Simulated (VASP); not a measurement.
A run of VASP 6.6.1 is set up as follows.

The input INCAR:

```
  PREC = Accurate
  ENCUT = 520
  EDIFF = 1E-6
  ISMEAR = 0
  SIGMA = 0.05
  LREAL = False
  LASPH = True
  NELM = 150
  ALGO = Normal
  ISIF = 2
  LWAVE = False
  LCHARG = False
  ISPIN = 2
  MAGMOM = 0 0 0 0 2
  LORBIT = 11
  LDIPOL = True
  IDIPOL = 3
  DIPOL = 0.5 0.5 0.319
  GGA = PE
  NBANDS = 29
```

File KPOINTS:

```
Automatic mesh
0
Gamma
  7 7 1
```

File POSCAR:

```
Na2SCl2
1.0
    4.0273798085      0.0000000000      0.0000000000
    0.0000000000      4.0273798085      0.0000000000
    0.0000000000      0.0000000000     19.8776080688
Na Cl S
2 2 1
Direct
    0.5000000000      0.5000000000      0.2012314553
    0.0000000000      0.0000000000      0.3409539738
    0.0000000000      0.0000000000      0.2012314553
    0.5000000000      0.5000000000      0.3459977702
    1.0000000000      1.0000000000      0.5054736985
```

Potentials or basis: VASP PAW PBE potentials, release 64 (Na_pv, Cl, S).

The run is started by

```sh
$ cat potpaw_PBE.64/Na_pv/POTCAR potpaw_PBE.64/Cl/POTCAR potpaw_PBE.64/S/POTCAR > POTCAR
$ mpirun -np 1 vasp_std > vasp.out
```

(1) Estimate the net moment.

(2) Estimate the largest force.

(3) Predict the site moments.

(4) What does it give for the band gap on the k mesh?

## Answers

(1) 2.00 μB per cell.

(2) 0.226 eV/Å.

(3) Na +0.00; Cl +0.00, +0.03; S +1.15 μB.

(4) zero (filled and empty bands overlap).
